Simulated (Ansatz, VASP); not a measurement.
# WSe2: VASP beside Ansatz

```
W Se
1.0
     3.24739    0.00000    0.00000
    -1.62369    2.81232    0.00000
     0.00000    0.00000   16.66031
W Se
1 2
Direct
  0.00000 0.00000 0.00000
  0.33333 0.66667 0.09993
  0.33333 0.66667 0.90007
```

Alike in both runs: task single point; functional LDA; k mesh 9 × 9 × 2; occupations gaussian, width 0.05 eV; no spin polarisation.

|  | VASP | Ansatz |
| --- | --- | --- |
| version | VASP 6.6.1 | Ansatz 0.2.0 |
| potentials or method | VASP PAW LDA potentials, release 64 (W_sv, Se), cutoff 520 eV | scalar-relativistic, plane waves, PAW |
| valence electrons in the cell | 26 | 46 |

|  | VASP | Ansatz | Ansatz less VASP |
| --- | --- | --- | --- |
| gap on the k mesh at the Fermi level (eV) | 1.75 | 1.75 | -0.003 |
| least direct gap on the mesh (eV) | 1.75 | 1.75 | -0.003 |
| rms of the force components (eV/Å) | 0.049 | 0.000 | -0.0492 |

Ansatz warns that its potentials were made for another functional, while VASP's fit it. LDA's correlation is that of Perdew and Zunger in VASP and of Perdew and Wang (1992) in Ansatz. Atom by atom the forces differ by 0.049 eV/Å (rms over components). VASP's potentials hold 26 valence electrons a cell and Ansatz's 46, so a difference there can come from the potentials and not from the codes.

Neither program's run includes spin-orbit coupling.
